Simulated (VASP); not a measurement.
# AlAs (F-43m) in VASP: notebook

AlAs is run at these levels: PBE; tasks: single point, relaxation of cell and atoms.

Everything below comes from runs of VASP 6.6.1. Logs are shortened: lines on timing, memory, paths and dates and some standing lists are left out, and cuts for length are marked.

## 1. The cell of the first run

It takes space group F-43m (No. 216, cubic). Conventional cell: a = 5.164 Å, b = 5.164 Å, c = 5.164 Å, α = 90.00°, β = 90.00°, γ = 90.00°. Within 3.0 Å of Al (site symmetry -43m) lie 4 As at 2.24 Å. Within 3.0 Å of As (site symmetry -43m) lie 4 Al at 2.24 Å.

## 2. Single point, PBE

The input, INCAR:

```
SYSTEM = AlAs
  ALGO = Normal
  EDIFF = 1E-6
  ENCUT = 500
  GGA = PE
  GGA_COMPAT = .FALSE.
  ISIF = 2
  ISMEAR = 0
  LASPH = .TRUE.
  LCHARG = .TRUE.
  LELF = .TRUE.
  LREAL = .FALSE.
  LVHAR = .TRUE.
  LWAVE = .FALSE.
  NBANDS = 11
  NELM = 120
  PREC = Accurate
  SIGMA = 0.01
```

The input, KPOINTS:

```
k-points
0
G
  8 8 8
  0 0 0
```

The input, POSCAR:

```
AlAs
1.0
    0.0000000000      2.5819686037      2.5819686037
    2.5819686037      0.0000000000      2.5819686037
    2.5819686037      2.5819686037      0.0000000000
Al As
1 1
Direct
    0.0000000000      0.0000000000      0.0000000000
    0.7500000000      0.7500000000      0.7500000000
```

Potentials or basis: VASP PAW PBE potentials, release 64 (Al, As).

Command:

```bash
$ cat potpaw_PBE.64/Al/POTCAR potpaw_PBE.64/As/POTCAR > POTCAR
$ mpirun -np 1 vasp_std > vasp.out
```

OUTCAR:

```text
SYSTEM = AlAs
   EDIFF = 1E-6
   ENCUT = 500
   GGA = PE
   ISIF = 2
   ISMEAR = 0
   LASPH = .TRUE.
   LREAL = .FALSE.
   NELM = 120
   PREC = Accurate

 ion  position               nearest neighbor table
   1  0.000  0.000  0.000-   2 2.24   2 2.24   2 2.24   2 2.24
   2  0.750  0.750  0.750-   1 2.24   1 2.24   1 2.24   1 2.24

  LATTYP: Found a face centered cubic cell.
 ALAT       =     5.1639372074

  Lattice vectors:

 A1 = (   0.0000000000,   2.5819686037,   2.5819686037)
 A2 = (   2.5819686037,   0.0000000000,   2.5819686037)
 A3 = (   2.5819686037,   2.5819686037,   0.0000000000)

Analysis of symmetry for initial positions (statically):
=====================================================================
 Subroutine PRICEL returns:
 Original cell was already a primitive cell.

 Routine SETGRP: Setting up the symmetry group for a
 face centered cubic supercell.

 Subroutine GETGRP returns: Found 24 space group operations
 (whereof 24 operations were pure point group operations)
 out of a pool of 48 trial point group operations.

The static configuration has the point symmetry T_d .

Analysis of symmetry for dynamics (positions and initial velocities):
=====================================================================
 Subroutine PRICEL returns:
 Original cell was already a primitive cell.

 Routine SETGRP: Setting up the symmetry group for a
 face centered cubic supercell.

 Subroutine GETGRP returns: Found 24 space group operations
 (whereof 24 operations were pure point group operations)
 out of a pool of 48 trial point group operations.

The dynamic configuration has the point symmetry T_d .

 Subroutine INISYM returns: Found 24 space group operations
 (whereof 24 operations are pure point group operations),
 and found     1 'primitive' translations

----------------------------------------------------------------------------------------

                                     Primitive cell

  volume of cell :      34.4257

  direct lattice vectors                    reciprocal lattice vectors
     0.000000000  2.581968604  2.581968604    -0.193650689  0.193650689  0.193650689
     2.581968604  0.000000000  2.581968604     0.193650689 -0.193650689  0.193650689
     2.581968604  2.581968604  0.000000000     0.193650689  0.193650689 -0.193650689

  length of vectors
     3.651455017  3.651455017  3.651455017     0.335412833  0.335412833  0.335412833

  position of ions in fractional coordinates (direct lattice)
     0.000000000  0.000000000  0.000000000
     0.750000000  0.750000000  0.750000000

[... 85 lines left out ...]
   TEBEG  =    0.0;   TEEND  =   0.0 temperature during run
   PSTRESS=    0.0 pullay stress
   NELECT =       8.0000    total number of electrons
   NUPDOWN=      -1.0000    fix difference up-down
   EMIN   =  10.00;   EMAX   =-10.00  energy-range for DOS
   EFERMI =   0.00;   METHOD = LEGACY
   ISMEAR =     0;   SIGMA  =   0.01  broadening in eV -4-tet -1-fermi 0-gaus
   EFERMI_NEDOS =   21; number of points for ismear=-14 and -15
   IALGO  =     38    algorithm
   IMIX   =      4    mixing-type and parameters
     AMIX     =   0.40;   BMIX     =  1.00
     AMIX_MAG =   1.60;   BMIX_MAG =  1.00
  volume/ion in A,a.u.               =      17.21       116.16
  Fermi-wavevector in a.u.,A,eV,Ry     =   1.006492  1.901995 13.783071  1.013027
  Thomas-Fermi vector in A             =   2.139238
   LORBIT       =      0    0 simple, 1 ext, 2 COOP (PROOUT), +10 PAW based schemes
   GGA     = PE    functional components
   LHFCALC =     F    Hartree Fock is set to
   AEXX    =    0.0000 exact exchange contribution
   IVDW    =     0    specifies the selected vdW correction
   LEPSILON=     F    determine dielectric tensor
   LRPA    =     F    only Hartree local field effects (RPA)
 non-spin polarized calculation
 Gauss-broadening in eV      SIGMA  =   0.01
  energy-cutoff  :      500.00
  volume of cell :       34.43
 maximum number of plane-waves:       893
   NGX = 13   NGY = 13   NGZ = 13

 number of electron       8.0000000 magnetization

 Free energy of the ion-electron system (eV)
  ---------------------------------------------------
  ext. energy  EPLUGINS =         0.00000000
  ---------------------------------------------------
  free energy    TOTEN  =        -8.15731371 eV

  energy without entropy =       -8.15731371  energy(sigma->0) =       -8.15731371

 E-fermi :   6.6181     XC(G=0): -10.1604

 val. band max:        6.5728733853   @ k =   0.0000   0.0000   0.0000
 cond. band min:       7.3868934568   @ k =   0.5000   0.5000   0.0000
 fundamental gap:      0.8140200714
 Fermi energy:         6.6180728248

 k-point     1 :       0.0000    0.0000    0.0000
  band No.  band energies     occupation
      1      -7.1067      2.00000
      2       6.5729      2.00000
      3       6.5729      2.00000
      4       6.5729      2.00000
      5      10.9743      0.00000
      6      11.3474      0.00000
      7      11.3474      0.00000
      8      11.3474      0.00000
      9      16.1171      0.00000
     10      16.1171      0.00000
     11      17.1185      0.00000
[... 309 lines left out ...]
 k-point    24 :      -0.3750    0.2500    0.1250
  band No.  band energies     occupation
      1      -4.5489      2.00000
      2       0.0806      2.00000
      3       3.1448      2.00000
      4       4.4990      2.00000
      5      10.4802      0.00000
      6      11.3577      0.00000
      7      14.3042      0.00000
      8      15.4281      0.00000
      9      16.1916      0.00000
     10      18.7009      0.00000
     11      20.8403      0.00000

 [... further k-points ...]

------------------------ aborting loop because EDIFF is reached ----------------------------------------

  FORCE on cell =-STRESS in cart. coord.  units (eV):
  Direction    XX          YY          ZZ          XY          YZ          ZX
  --------------------------------------------------------------------------------------
  -------------------------------------------------------------------------------------
  Total        8.7376861      8.7376861      8.7376861      0.0000000      0.0000000      0.0000000
  in kB      406.6531626    406.6531626    406.6531626      0.0000000      0.0000000      0.0000000
  external PRESSURE =     406.6531626 kB  Pullay stress =       0.0000000 kB

 VOLUME and BASIS-vectors are now :
 -----------------------------------------------------------------------------
  energy-cutoff  :      500.00
  volume of cell :       34.43
      direct lattice vectors                 reciprocal lattice vectors
     0.000000000  2.581968604  2.581968604    -0.193650689  0.193650689  0.193650689
     2.581968604  0.000000000  2.581968604     0.193650689 -0.193650689  0.193650689
     2.581968604  2.581968604  0.000000000     0.193650689  0.193650689 -0.193650689

 POSITION                                       TOTAL-FORCE (eV/Angst)
 -----------------------------------------------------------------------------------
      0.00000      0.00000      0.00000        -0.000000     -0.000000     -0.000000
      3.87295      3.87295      3.87295         0.000000      0.000000      0.000000
 -----------------------------------------------------------------------------------
    total drift:                               -0.000000     -0.000000     -0.000000

  FREE ENERGIE OF THE ION-ELECTRON SYSTEM (eV)
  ---------------------------------------------------
  free  energy   TOTEN  =        -8.1573137085 eV

  energy  without entropy=       -8.1573137085  energy(sigma->0) =       -8.15731371
```

OSZICAR:

```text
N       E                     dE             d eps       ncg     rms          rms(c)
DAV:   1     0.153811588820E+02    0.15381E+02   -0.30006E+03   654   0.534E+02
DAV:   2    -0.767249504533E+01   -0.23054E+02   -0.22235E+02   784   0.930E+01
DAV:   3    -0.848172638971E+01   -0.80923E+00   -0.80723E+00   821   0.171E+01
DAV:   4    -0.848648747150E+01   -0.47611E-02   -0.47607E-02   759   0.150E+00
DAV:   5    -0.848655687499E+01   -0.69403E-04   -0.69403E-04   766   0.178E-01    0.425E+00
DAV:   6    -0.822545580714E+01    0.26110E+00   -0.30454E-01   677   0.222E+00    0.255E+00
DAV:   7    -0.815653208996E+01    0.68924E-01   -0.23920E-01   736   0.208E+00    0.793E-01
DAV:   8    -0.815720192802E+01   -0.66984E-03   -0.11256E-02   707   0.585E-01    0.104E-01
DAV:   9    -0.815726941481E+01   -0.67487E-04   -0.33845E-04   743   0.108E-01    0.386E-02
DAV:  10    -0.815730733896E+01   -0.37924E-04   -0.49601E-05   716   0.382E-02    0.105E-02
DAV:  11    -0.815731427271E+01   -0.69337E-05   -0.10906E-05   762   0.189E-02    0.897E-03
DAV:  12    -0.815731370851E+01    0.56419E-06   -0.55783E-07   465   0.438E-03
   1 F= -.81573137E+01 E0= -.81573137E+01  d E =-.443235E-13
```

Run time: 14 s. Hardware: 1 thread of AMD EPYC 7R13, shared host; peak memory 0.16 GiB.

What came out:

- Free energy: -8.1573 eV
- Pressure: 40.7 GPa
- Band gap on the k mesh: 0.81 eV (least direct gap 3.67 eV)

Caveat: the cell stands under pressure.

## 3. Single point, PBE

The input, INCAR:

```
PREC = Accurate
ENCUT = 500
EDIFF = 1E-6
ISMEAR = 0
SIGMA = 0.01
LREAL = False
LASPH = True
NELM = 120
ALGO = Normal
ISIF = 2
LWAVE = False
LCHARG = False
GGA = PE
NBANDS = 11
GGA_COMPAT = False
```

The input, KPOINTS:

```
Automatic mesh
0
Gamma
  10 10 10
```

POSCAR is that of step 2.

Potentials or basis: VASP PAW PBE potentials, release 64 (Al, As).

Command:

```bash
$ cat potpaw_PBE.64/Al/POTCAR potpaw_PBE.64/As/POTCAR > POTCAR
$ mpirun -np 1 vasp_std > vasp.out
```

OUTCAR:

```text
PREC = Accurate
   ENCUT = 500
   EDIFF = 1E-6
   ISMEAR = 0
   LREAL = False
   LASPH = True
   NELM = 120
   ISIF = 2
   GGA = PE

 ion  position               nearest neighbor table
   1  0.000  0.000  0.000-   2 2.24   2 2.24   2 2.24   2 2.24
   2  0.750  0.750  0.750-   1 2.24   1 2.24   1 2.24   1 2.24

  LATTYP: Found a face centered cubic cell.
 ALAT       =     5.1639372074

  Lattice vectors:

 A1 = (   0.0000000000,   2.5819686037,   2.5819686037)
 A2 = (   2.5819686037,   0.0000000000,   2.5819686037)
 A3 = (   2.5819686037,   2.5819686037,   0.0000000000)

Analysis of symmetry for initial positions (statically):
=====================================================================
 Subroutine PRICEL returns:
 Original cell was already a primitive cell.

 Routine SETGRP: Setting up the symmetry group for a
 face centered cubic supercell.

 Subroutine GETGRP returns: Found 24 space group operations
 (whereof 24 operations were pure point group operations)
 out of a pool of 48 trial point group operations.

The static configuration has the point symmetry T_d .

Analysis of symmetry for dynamics (positions and initial velocities):
=====================================================================
 Subroutine PRICEL returns:
 Original cell was already a primitive cell.

 Routine SETGRP: Setting up the symmetry group for a
 face centered cubic supercell.

 Subroutine GETGRP returns: Found 24 space group operations
 (whereof 24 operations were pure point group operations)
 out of a pool of 48 trial point group operations.

The dynamic configuration has the point symmetry T_d .

 Subroutine INISYM returns: Found 24 space group operations
 (whereof 24 operations are pure point group operations),
 and found     1 'primitive' translations

----------------------------------------------------------------------------------------

                                     Primitive cell

  volume of cell :      34.4257

  direct lattice vectors                    reciprocal lattice vectors
     0.000000000  2.581968604  2.581968604    -0.193650689  0.193650689  0.193650689
     2.581968604  0.000000000  2.581968604     0.193650689 -0.193650689  0.193650689
     2.581968604  2.581968604  0.000000000     0.193650689  0.193650689 -0.193650689

  length of vectors
     3.651455017  3.651455017  3.651455017     0.335412833  0.335412833  0.335412833

  position of ions in fractional coordinates (direct lattice)
     0.000000000  0.000000000  0.000000000
     0.750000000  0.750000000  0.750000000

  ion indices of the primitive-cell ions
   primitive index   ion index
                 1           1
                 2           2

----------------------------------------------------------------------------------------

 KPOINTS: Automatic mesh

Automatic generation of k-mesh.
 Grid dimensions read from file:
 generate k-points for:   10   10   10

 Generating k-lattice:

  Cartesian coordinates                     Fractional coordinates (reciprocal lattice)
    -0.019365069  0.019365069  0.019365069     0.100000000  0.000000000  0.000000000
     0.019365069 -0.019365069  0.019365069     0.000000000  0.100000000  0.000000000
     0.019365069  0.019365069 -0.019365069     0.000000000  0.000000000  0.100000000

  Length of vectors
     0.033541283  0.033541283  0.033541283

  Shift w.r.t. Gamma in fractional coordinates (k-lattice)
     0.000000000  0.000000000  0.000000000

 Subroutine IBZKPT returns following result:
 ===========================================

 Found     47 irreducible k-points:

 Following reciprocal coordinates:
            Coordinates               Weight
  0.000000  0.000000  0.000000      1.000000
  0.100000  0.000000  0.000000      8.000000
  0.200000  0.000000  0.000000      8.000000
  0.300000  0.000000  0.000000      8.000000
  0.400000  0.000000  0.000000      8.000000
  0.500000  0.000000  0.000000      4.000000
[... 16 lines left out ...]
  0.300000  0.300000  0.000000      6.000000
  0.400000  0.300000  0.000000     24.000000
 [... further k-points ...]
   k-points           NKPTS =     47   k-points in BZ     NKDIM =     47   number of bands    NBANDS=     11
   number of dos      NEDOS =    301   number of ions     NIONS =      2
   total plane-waves  NPLWV =  21952
   dimension x,y,z NGX =    28 NGY =   28 NGZ =   28
   dimension x,y,z NGXF=    56 NGYF=   56 NGZF=   56
   ions per type =               1   1
   NGX,Y,Z   is equivalent  to a cutoff of  12.75, 12.75, 12.75 a.u.
   NGXF,Y,Z  is equivalent  to a cutoff of  25.50, 25.50, 25.50 a.u.
 SYSTEM =  unknown system
   PREC   = accura    normal or accurate (medium, high low for compatibility)
   ISTART =      0    job   : 0-new  1-cont  2-samecut
   ICHARG =      2    charge: 1-file 2-atom 10-const
   ISPIN  =      1    spin polarized calculation?
   LNONCOLLINEAR =      F non collinear calculations
   LSORBIT =      F    spin-orbit coupling
   LASPH  =      T    aspherical Exc in radial PAW
   ENCUT  =  500.0 eV  36.75 Ry    6.06 a.u.   6.66  6.66  6.66*2*pi/ulx,y,z
   NELM   =    120;   NELMIN=  2; NELMDL= -5     # of ELM steps
   EDIFF  = 0.1E-05   stopping-criterion for ELM
   LREAL  =      F    real-space projection
   EDIFFG = 0.1E-04   stopping-criterion for IOM
   NSW    =      0    number of steps for IOM
   IBRION =     -1    ionic relax: 0-MD 1-quasi-New 2-CG
   NFREE  =      0    steps in history (QN), initial steepest desc. (CG)
   ISIF   =      2    stress and relaxation
   ISYM   =      2    0-nonsym 1-usesym 2-fastsym
   POTIM  = 0.5000    time-step for ionic-motion
   TEBEG  =    0.0;   TEEND  =   0.0 temperature during run
   PSTRESS=    0.0 pullay stress
   NELECT =       8.0000    total number of electrons
   NUPDOWN=      -1.0000    fix difference up-down
   EMIN   =  10.00;   EMAX   =-10.00  energy-range for DOS
   EFERMI =   0.00;   METHOD = LEGACY
   ISMEAR =     0;   SIGMA  =   0.01  broadening in eV -4-tet -1-fermi 0-gaus
   EFERMI_NEDOS =   21; number of points for ismear=-14 and -15
   IALGO  =     38    algorithm
   IMIX   =      4    mixing-type and parameters
     AMIX     =   0.40;   BMIX     =  1.00
     AMIX_MAG =   1.60;   BMIX_MAG =  1.00
  volume/ion in A,a.u.               =      17.21       116.16
  Fermi-wavevector in a.u.,A,eV,Ry     =   1.006492  1.901995 13.783071  1.013027
  Thomas-Fermi vector in A             =   2.139238
   LORBIT       =      0    0 simple, 1 ext, 2 COOP (PROOUT), +10 PAW based schemes
   GGA     = PE    functional components
   LHFCALC =     F    Hartree Fock is set to
   AEXX    =    0.0000 exact exchange contribution
   IVDW    =     0    specifies the selected vdW correction
   LEPSILON=     F    determine dielectric tensor
   LRPA    =     F    only Hartree local field effects (RPA)
 non-spin polarized calculation
 Gauss-broadening in eV      SIGMA  =   0.01
  energy-cutoff  :      500.00
  volume of cell :       34.43
 maximum number of plane-waves:       893
   NGX = 13   NGY = 13   NGZ = 13

 number of electron       8.0000000 magnetization

 Free energy of the ion-electron system (eV)
  ---------------------------------------------------
  ext. energy  EPLUGINS =         0.00000000
  ---------------------------------------------------
  free energy    TOTEN  =        -8.15911455 eV

  energy without entropy =       -8.15911455  energy(sigma->0) =       -8.15911455

 E-fermi :   6.6959     XC(G=0): -10.1609

 val. band max:        6.5718260826   @ k =   0.0000   0.0000   0.0000
 cond. band min:       7.3865414127   @ k =   0.5000   0.5000   0.0000
 fundamental gap:      0.8147153301
 Fermi energy:         6.6959190982

 k-point     1 :       0.0000    0.0000    0.0000
  band No.  band energies     occupation
      1      -7.1076      2.00000
      2       6.5718      2.00000
      3       6.5718      2.00000
      4       6.5718      2.00000
      5      10.9733      0.00000
      6      11.3471      0.00000
      7      11.3471      0.00000
      8      11.3471      0.00000
      9      16.1167      0.00000
     10      16.1167      0.00000
     11      17.1179      0.00000
[... 309 lines left out ...]
 k-point    24 :       0.4000    0.3000    0.0000
  band No.  band energies     occupation
      1      -5.0331      2.00000
      2       1.3536      2.00000
      3       3.7371      2.00000
      4       4.1826      2.00000
      5       8.4710      0.00000
      6       9.9079      0.00000
      7      15.8290      0.00000
      8      15.8345      0.00000
      9      19.2270      0.00000
     10      19.4397      0.00000
     11      21.7370      0.00000

 [... further k-points ...]

------------------------ aborting loop because EDIFF is reached ----------------------------------------

  FORCE on cell =-STRESS in cart. coord.  units (eV):
  Direction    XX          YY          ZZ          XY          YZ          ZX
  --------------------------------------------------------------------------------------
  -------------------------------------------------------------------------------------
  Total        8.7342896      8.7342896      8.7342896      0.0000000      0.0000000     -0.0000000
  in kB      406.4950909    406.4950909    406.4950909      0.0000000      0.0000000     -0.0000000
  external PRESSURE =     406.4950909 kB  Pullay stress =       0.0000000 kB

 VOLUME and BASIS-vectors are now :
 -----------------------------------------------------------------------------
  energy-cutoff  :      500.00
  volume of cell :       34.43
      direct lattice vectors                 reciprocal lattice vectors
     0.000000000  2.581968604  2.581968604    -0.193650689  0.193650689  0.193650689
     2.581968604  0.000000000  2.581968604     0.193650689 -0.193650689  0.193650689
     2.581968604  2.581968604  0.000000000     0.193650689  0.193650689 -0.193650689

 POSITION                                       TOTAL-FORCE (eV/Angst)
 -----------------------------------------------------------------------------------
      0.00000      0.00000      0.00000         0.000000     -0.000000     -0.000000
      3.87295      3.87295      3.87295        -0.000000      0.000000      0.000000
 -----------------------------------------------------------------------------------
    total drift:                               -0.000000     -0.000000     -0.000000

  FREE ENERGIE OF THE ION-ELECTRON SYSTEM (eV)
  ---------------------------------------------------
  free  energy   TOTEN  =        -8.1591145468 eV

  energy  without entropy=       -8.1591145468  energy(sigma->0) =       -8.15911455
```

Run time: 22 s. Hardware: 1 thread of AMD EPYC 7R13, shared host; peak memory 0.16 GiB.

Results:

```
Free energy            : -8.1591 eV
Pressure               : 40.6 GPa
Band gap on the k mesh : 0.81 eV (least direct gap 3.67 eV)
```

Levels at points of the mesh, in eV from the valence-band top:
| k point | band 2 | band 3 | band 4 | band 5 | band 6 | band 7 |
| --- | --- | --- | --- | --- | --- | --- |
| (0.00, 0.00, 0.00) | 0.00 | 0.00 | 0.00 | 4.40 | 4.78 | 4.78 |
| (0.50, 0.00, 0.00) | -7.01 | -1.02 | -1.02 | 3.25 | 4.80 | 4.80 |
| (0.50, 0.50, 0.00) | -6.55 | -2.86 | -2.86 | 0.81 | 2.21 | 12.43 |

Caveat: the cell stands under pressure. A k mesh can miss the band edges.

(Continued in part 2 of 2.)
